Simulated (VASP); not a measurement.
# BeBr3F4 (Pm) in VASP: single point with PBE

Aim: the single point of BeBr3F4 with PBE.

All numbers are computed with VASP 6.6.1; they aren't measurements. Logs are shortened: lines on timing, memory, paths and dates and some standing lists are left out, and cuts for length are marked.

## Step 1: The cell of the first run

The structure is monoclinic, space group Pm (No. 6). Conventional cell: a = 6.460 Å, b = 3.017 Å, c = 9.729 Å, α = 90.00°, β = 98.99°, γ = 90.00°. Be (site symmetry m) has 4 F at 1.58 to 1.65 Å within 2.1 Å. Br (site symmetry m) has 2 F at 1.98 to 2.01 Å within 2.6 Å. Within 2.6 Å of Br (site symmetry m) lie 1 F at 1.90 Å and 1 Br at 2.56 Å. Within 3.4 Å of Br (site symmetry m) lie 3 Br at 2.56 to 3.02 Å. F (site symmetry m) has 1 Be at 1.59 Å and 1 Br at 1.98 Å within 2.1 Å. F (site symmetry m) has 1 Be at 1.58 Å and 1 Br at 2.01 Å within 2.1 Å. Within 2.2 Å of F (site symmetry m) lie 2 Be at 1.65 Å. Within 2.5 Å of F (site symmetry m) lie 1 Br at 1.90 Å.

The cell was generated, and may not be a known phase.

## Step 2: Single point, PBE

File INCAR:

```
ALGO = Normal
EDIFF = 1E-7
ENCUT = 520
GGA = PE
ISIF = 2
ISMEAR = 0
LASPH = True
LCHARG = False
LREAL = False
LWAVE = False
NBANDS = 36
NELM = 60
PREC = Accurate
SIGMA = 0.1
```

File KPOINTS:

```
k-points
0
Gamma
  6 10 4
```

File POSCAR:

```
BeBr3F4
1.0
    6.4536189597      0.0000000000     -0.2878550305
    0.0000000000      3.0172839322      0.0000000000
   -1.0908080580      0.0000000000      9.6672828364
Be Br F
1 3 4
Direct
    0.4684981338      0.5000000000      0.8490624526
    0.9418401940      0.5000000000      0.7513459202
    0.4356399096      0.0000000000      0.3438742528
    0.0857138482      1.0000000000      0.1792644647
    0.6336553602      0.5000000000      0.7437972193
    0.2516543330      0.5000000000      0.7479030940
    0.4884282388      0.0000000000      0.9184287803
    0.6945700124      0.0000000000      0.4663248660
```

Potentials or basis: VASP PAW PBE potentials, release 64 (Be, Br, F).

Started as:

```bash
> cat potpaw_PBE.64/Be/POTCAR potpaw_PBE.64/Br/POTCAR potpaw_PBE.64/F/POTCAR > POTCAR
> mpirun -np 1 vasp_std > vasp.out
```

OUTCAR:

```text
EDIFF = 1E-7
   ENCUT = 520
   GGA = PE
   ISIF = 2
   ISMEAR = 0
   LASPH = True
   LREAL = False
   NELM = 60
   PREC = Accurate

 ion  position               nearest neighbor table
   1  0.468  0.500  0.849-   6 1.58   5 1.59   7 1.65   7 1.65
   2  0.942  0.500  0.751-   5 1.98   6 2.01
   3  0.436  0.000  0.344-   8 1.90   4 2.56
   4  0.086  0.000  0.179-   3 2.56
   5  0.634  0.500  0.744-   1 1.59   2 1.98
   6  0.252  0.500  0.748-   1 1.58   2 2.01
   7  0.488  0.000  0.918-   1 1.65   1 1.65
   8  0.695  0.000  0.466-   3 1.90

  LATTYP: Found a simple monoclinic cell.
 ALAT       =     6.4600354640
 B/A-ratio  =     0.4670692520
 C/A-ratio  =     1.5059714335
 COS(beta)  =    -0.1562905250

  Lattice vectors:

 A1 = (   6.4536189597,   0.0000000000,  -0.2878550305)
 A2 = (   0.0000000000,   3.0172839322,   0.0000000000)
 A3 = (  -1.0908080580,   0.0000000000,   9.6672828364)

Analysis of symmetry for initial positions (statically):
=====================================================================
 Subroutine PRICEL returns:
 Original cell was already a primitive cell.

 Routine SETGRP: Setting up the symmetry group for a
 simple monoclinic supercell.

 Subroutine GETGRP returns: Found  2 space group operations
 (whereof  2 operations were pure point group operations)
 out of a pool of  4 trial point group operations.

The static configuration has the point symmetry C_1h.

Analysis of symmetry for dynamics (positions and initial velocities):
=====================================================================
 Subroutine PRICEL returns:
 Original cell was already a primitive cell.

 Routine SETGRP: Setting up the symmetry group for a
 simple monoclinic supercell.

 Subroutine GETGRP returns: Found  2 space group operations
 (whereof  2 operations were pure point group operations)
 out of a pool of  4 trial point group operations.

The dynamic configuration has the point symmetry C_1h.

 Subroutine INISYM returns: Found  2 space group operations
 (whereof  2 operations are pure point group operations),
 and found     1 'primitive' translations

[... 104 lines left out ...]
   ENCUT  =  520.0 eV  38.22 Ry    6.18 a.u.  12.01  5.61 18.09*2*pi/ulx,y,z
   NELM   =     60;   NELMIN=  2; NELMDL= -5     # of ELM steps
   EDIFF  = 0.1E-06   stopping-criterion for ELM
   LREAL  =      F    real-space projection
   EDIFFG = 0.1E-05   stopping-criterion for IOM
   NSW    =      0    number of steps for IOM
   IBRION =     -1    ionic relax: 0-MD 1-quasi-New 2-CG
   NFREE  =      0    steps in history (QN), initial steepest desc. (CG)
   ISIF   =      2    stress and relaxation
   ISYM   =      2    0-nonsym 1-usesym 2-fastsym
   POTIM  = 0.5000    time-step for ionic-motion
   TEBEG  =    0.0;   TEEND  =   0.0 temperature during run
   PSTRESS=    0.0 pullay stress
   NELECT =      51.0000    total number of electrons
   NUPDOWN=      -1.0000    fix difference up-down
   EMIN   =  10.00;   EMAX   =-10.00  energy-range for DOS
   EFERMI =   0.00;   METHOD = LEGACY
   ISMEAR =     0;   SIGMA  =   0.10  broadening in eV -4-tet -1-fermi 0-gaus
   EFERMI_NEDOS =   21; number of points for ismear=-14 and -15
   IALGO  =     38    algorithm
   IMIX   =      4    mixing-type and parameters
     AMIX     =   0.40;   BMIX     =  1.00
     AMIX_MAG =   1.60;   BMIX_MAG =  1.00
  volume/ion in A,a.u.               =      23.41       157.99
  Fermi-wavevector in a.u.,A,eV,Ry     =   1.061094  2.005178 15.319088  1.125921
  Thomas-Fermi vector in A             =   2.196498
   LORBIT       =      0    0 simple, 1 ext, 2 COOP (PROOUT), +10 PAW based schemes
   GGA     = PE    functional components
   LHFCALC =     F    Hartree Fock is set to
   AEXX    =    0.0000 exact exchange contribution
   IVDW    =     0    specifies the selected vdW correction
   LEPSILON=     F    determine dielectric tensor
   LRPA    =     F    only Hartree local field effects (RPA)
 non-spin polarized calculation
 Gauss-broadening in eV      SIGMA  =   0.10
  energy-cutoff  :      520.00
  volume of cell :      187.30
 maximum number of plane-waves:      5086
   NGX = 25   NGY = 11   NGZ = 37

 number of electron      50.9999988 magnetization

 Free energy of the ion-electron system (eV)
  ---------------------------------------------------
  ext. energy  EPLUGINS =         0.00000000
  ---------------------------------------------------
  free energy    TOTEN  =       -26.68521361 eV

  energy without entropy =      -26.68143194  energy(sigma->0) =      -26.68332278

 E-fermi :  -0.9009     XC(G=0):  -7.2636

 val. band max:       -1.0325642280   @ k =  -0.0000   0.1000   0.5000
 cond. band min:      -0.8072971770   @ k =  -0.0000   0.0000   0.5000
 fundamental gap:      0.2252670510
 Fermi energy:        -0.9008863282

 k-point     1 :       0.0000    0.0000    0.0000
  band No.  band energies     occupation
      1     -25.8087      2.00000
      2     -25.3050      2.00000
      3     -24.8524      2.00000
      4     -23.0015      2.00000
      5     -16.9399      2.00000
      6     -16.4111      2.00000
[... 925 lines left out ...]
     35       8.5612      0.00000
     36       9.3846      0.00000

 [... further k-points ...]

------------------------ aborting loop because EDIFF is reached ----------------------------------------

  FORCE on cell =-STRESS in cart. coord.  units (eV):
  Direction    XX          YY          ZZ          XY          YZ          ZX
  --------------------------------------------------------------------------------------
  -------------------------------------------------------------------------------------
  Total        0.0640289     -0.0439705     -0.0529278      0.0000000      0.0000000      0.0285707
  in kB        0.5477138     -0.3761310     -0.4527533      0.0000000      0.0000000      0.2443984
  external PRESSURE =      -0.0937235 kB  Pullay stress =       0.0000000 kB

 VOLUME and BASIS-vectors are now :
 -----------------------------------------------------------------------------
  energy-cutoff  :      520.00
  volume of cell :      187.30
      direct lattice vectors                 reciprocal lattice vectors
     6.453618960  0.000000000 -0.287855030     0.155735614  0.000000000  0.017572431
     0.000000000  3.017283932  0.000000000     0.000000000  0.331423897  0.000000000
    -1.090808058  0.000000000  9.667282836     0.004637216  0.000000000  0.103964923

 POSITION                                       TOTAL-FORCE (eV/Angst)
 -----------------------------------------------------------------------------------
      2.09734      1.50864      8.07327        -0.002691      0.000000      0.028852
      5.25870      1.50864      6.99236         0.001473      0.000000     -0.020285
      2.43635      0.00000      3.19893        -0.058098      0.000000     -0.041463
      0.35762      0.00000      1.70833         0.003649      0.000000      0.001014
      3.27803      1.50864      7.00810         0.025224      0.000000     -0.010961
      0.80826      1.50864      7.15775        -0.026013      0.000000     -0.008434
      2.15030      0.00000      8.73811         0.001223      0.000000      0.010073
      3.97382      0.00000      4.30816         0.055233      0.000000      0.041206
 -----------------------------------------------------------------------------------
    total drift:                               -0.002028      0.000000      0.001574

  FREE ENERGIE OF THE ION-ELECTRON SYSTEM (eV)
  ---------------------------------------------------
  free  energy   TOTEN  =       -26.6852136083 eV

  energy  without entropy=      -26.6814319436  energy(sigma->0) =      -26.68332278
```

Wall time 7.6 min (1 thread of Intel Xeon Platinum 8559C (Emerald Rapids), shared host); peak memory 0.58 GiB.

Results:

```
Free energy            : -26.6852 eV
Pressure               : 0.0 GPa
Largest force          : 0.071 eV/Å
Band gap on the k mesh : zero (an odd number of electrons rules out a gap without spin polarisation)
```

Forces on the atoms (eV/Å):
```
Be  -0.003  0.000  0.029
Br   0.001  0.000 -0.020
Br  -0.058  0.000 -0.041
Br   0.004  0.000  0.001
F    0.025  0.000 -0.011
F   -0.026  0.000 -0.008
F    0.001  0.000  0.010
F    0.055  0.000  0.041
```

Stress tensor (GPa, compression positive):
```
 0.05  0.00  0.02
 0.00 -0.04  0.00
 0.02  0.00 -0.05
```

Caveat: an odd number of electrons without spin polarisation forces a metal; a magnetic or distorted state may lie lower.

The gap in the log of VASP goes by the Fermi energy; the results here count the filled bands.